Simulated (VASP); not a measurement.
A run of VASP 6.6.1 is set up as follows.

Contents of INCAR:

```
  PREC = Accurate
  ENCUT = 520
  EDIFF = 1E-6
  ISMEAR = -1
  SIGMA = 0.02
  LREAL = False
  LASPH = True
  NELM = 80
  ALGO = Normal
  ISIF = 2
  LWAVE = False
  LCHARG = False
  GGA = PE
  NBANDS = 26
```

Contents of KPOINTS:

```
regular mesh
0
Gamma
  6 6 4
```

POSCAR

```
InP
1.0
    4.3931098135      0.0000000000      0.0000000000
   -2.1965549068      3.8045447001      0.0000000000
    0.0000000000      0.0000000000      5.9734966760
In P
2 2
Direct
    0.3333333333      0.6666666667      0.2500000000
    0.6666666667      0.3333333333      0.7500000000
    0.6666666667      0.3333333333      0.2500000000
    0.3333333333      0.6666666667      0.7500000000
```

Potentials or basis: VASP PAW PBE potentials, release 64 (In_d, P).

Launch:

```bash
$ cat potpaw_PBE.64/In_d/POTCAR potpaw_PBE.64/P/POTCAR > POTCAR
$ mpirun -np 1 vasp_std > vasp.out
```

(1) Estimate the pressure.

(2) Estimate the band gap on the k mesh.

## Answers

(1) 1.6 GPa.

(2) zero (bands 18 and 19 overlap by 0.75 eV).

Caveat: semilocal functionals underestimate gaps, and a narrow one can read as zero; spin-orbit coupling is left out, which moves the levels of the heavy elements.
